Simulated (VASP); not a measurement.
## ZnCd2Se3: single point with PBE

ZnCd2Se3:

```
CELL_PARAMETERS angstrom
6.52807 0.00000 0.00000
-3.26404 5.65348 0.00000
0.00000 0.00000 3.82710
ATOMIC_POSITIONS crystal
Zn 0.00000 0.00000 0.50000
Cd 0.66667 0.33333 0.50000
Cd 0.33333 0.66667 0.50000
Se 0.00000 0.50000 0.00000
Se 0.50000 0.50000 0.00000
Se 0.50000 0.00000 0.00000
```

```
Program             : VASP 6.6.1
Task                : single point
Functional          : PBE
Potentials or basis : VASP PAW PBE potentials, release 64 (Zn, Cd, Se)
Cutoff              : 520 eV
k mesh              : 3 × 3 × 4
Occupations         : gaussian, width 0.1 eV
Spin                : no spin polarisation
```

```json
{
  "Pressure": "9.1 GPa",
  "Band gap on the k mesh": "zero (band 27 reaches 2.95 eV, above the bottom of band 28 at 2.38 eV)"
}
```

Stress tensor (GPa, compression positive):
```
 7.28  0.00  0.00
 0.00  7.28  0.00
 0.00  0.00 12.61
```

Levels at points of the mesh, in eV from the Fermi level:
```csv
k point,band 25,band 26,band 27,band 28,band 29,band 30
"(0.00, 0.00, 0.00)",-0.33,0.05,0.05,0.05,0.40,3.89
"(0.00, 0.00, 0.50)",-1.49,-0.25,0.40,0.81,0.81,1.84
```

It took 26 s on 1 thread of Intel(R) Xeon(R) 6975P-C (Granite Rapids), with other jobs on the host, peak memory 0.26 GiB.

Caveat: the k points lie up to 0.41 Å⁻¹ apart.
